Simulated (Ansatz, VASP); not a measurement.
## Hf4O3: VASP beside Ansatz

File INCAR:

```
PREC     = Accurate       # precision mode
ENCUT    = 600            # plane-wave cutoff, eV
EDIFF    = 1E-7           # SCF threshold, eV
ISMEAR   = 0              # smearing method
SIGMA    = 0.2            # smearing width, eV
LREAL    = F              # projectors in reciprocal space
LASPH    = T              # aspherical terms in the spheres
NELM     = 60             # most SCF steps
ALGO     = Normal         # electronic algorithm
ISIF     = 3              # what is computed and relaxed
LWAVE    = F              # write WAVECAR
LCHARG   = F              # write CHGCAR
GGA      = PE             # functional
IBRION   = 2              # ionic algorithm
NSW      = 80             # ionic steps
EDIFFG   = -0.025         # ionic threshold
```

Contents of KPOINTS:

```
Automatic mesh
0
Gamma
  4 4 4
```

Contents of POSCAR:

```
Hf4O3
1.0
    4.8178626717     -0.0671234185      0.0028446887
   -0.0671234185      4.7936050945      0.0217547456
    0.0029948844      0.0229033670      5.0258904821
Hf O
4 3
Direct
    0.2598346984      0.3102266017      0.2529411622
    0.7163393084      0.8121790144      0.2243206090
    0.7774935911      0.2158090048      0.7441385715
    0.2775422079      0.7248451580      0.7922102398
   -0.0186454523     -0.0293805087      0.9641204617
   -0.0210351761     -0.0550373167      0.5197112116
    0.5084708226      0.5213580466      1.0025577442
```

Input for Ansatz:

```yaml
crystal:
  lattice:
    - [4.8178626717, -0.0671234185, 0.0028446887]
    - [-0.0671234185, 4.7936050945, 0.0217547456]
    - [0.0029948844, 0.022903367, 5.0258904821]
  atoms:
    - { symbol: Hf, position: [0.2598346984, 0.3102266017, 0.2529411622] }
    - { symbol: Hf, position: [0.7163393084, 0.8121790144, 0.224320609] }
    - { symbol: Hf, position: [0.7774935911, 0.2158090048, 0.7441385715] }
    - { symbol: Hf, position: [0.2775422079, 0.724845158, 0.7922102398] }
    - { symbol: O, position: [-0.0186454523, -0.0293805087, 0.9641204617] }
    - { symbol: O, position: [-0.0210351761, -0.0550373167, 0.5197112116] }
    - { symbol: O, position: [0.5084708226, 0.5213580466, 1.0025577442] }
basis:
  ecutwfc: 420
kpoints:
  mp_grid: { grid: [4, 4, 4] }
hamiltonian:
  xc: pbe
scf:
  occupations: { method: gaussian, width: 0.2 }
  lower_state_search: "off"
output:
  forces: true
  stress: true
  eigenvalues: true
relax:
  adjacent_minimum: "off"
  f_tol: 0.025
  max_steps: 60
  cell: { stress_tol: 0.25 }
```

Change from the starting cell: cell x1, atoms moved at random (sigma 0.15 Å) and cell strained at random (1.5 %), then relaxed without symmetry.

Alike in both runs: task relaxation of cell and atoms; functional PBE; k mesh 4 × 4 × 4; occupations gaussian, width 0.2 eV; no spin polarisation.

```csv
,VASP,Ansatz
version,VASP 6.6.1,Ansatz 0.2.0
potentials or method,"VASP PAW PBE potentials, release 64 (Hf_pv, O), cutoff 600 eV","scalar-relativistic, plane waves, PAW"
valence electrons in the cell,58,122
```

|  | VASP | Ansatz | Ansatz less VASP |
| --- | --- | --- | --- |
| gap on the k mesh at the Fermi level, each at its own relaxed structure (eV) | none | none | - |
| relaxed volume (Å³/atom) | 16.49 | 16.67 | +0.185 |
| relaxed length of the cell vector where the two differ most in proportion (Å) | 4.788 | 4.808 | +0.0197 |

A gap of «none» marks a metal or a gap that the smearing closes. VASP's potentials hold 58 valence electrons a cell and Ansatz's 122, so a difference there can come from the potentials and not from the codes.

Neither program's run includes spin-orbit coupling.
